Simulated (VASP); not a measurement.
Sr, 1 atom in the cell. It takes space group Fm-3m (No. 225, cubic). Conventional cell: a = 5.456 Å, b = 5.456 Å, c = 5.456 Å, α = 90.00°, β = 90.00°, γ = 90.00°. Within 5.1 Å of Sr (site symmetry m-3m) lie 12 Sr at 3.86 Å.  This cell differs from its parent crystal: Mg replaced by Sr, lengths x 1.230, strained.

* Program: VASP 6.6.1
* Task: single point
* Functional: PBE
* Potentials or basis: VASP PAW PBE potentials, release 64 (Sr_sv)
* Cutoff: 520 eV
* k mesh: 6 × 6 × 6
* Occupations: gaussian, width 0.1 eV
* Spin: no spin polarisation
* Dipole correction: no
* Further INCAR settings: ALGO = Normal; EDIFF = 1e-06; NBANDS = 11

Potentials or basis: VASP PAW PBE potentials, release 64 (Sr_sv).

Launch:

```sh
$ cat potpaw_PBE.64/Sr_sv/POTCAR > POTCAR
$ mpirun -np 1 vasp_std > vasp.out
```

Hardware: 1 thread of AMD EPYC 9R45 96-Core Processor (Zen 5), with other jobs on the host.

**Question.** Estimate the wall time of this run.

**Answer.** Wall time 5.3 s on 1 thread of AMD EPYC 9R45 96-Core Processor (Zen 5), on a shared host, peak memory 0.14 GiB. Counts: scf iterations 11, k points 16.
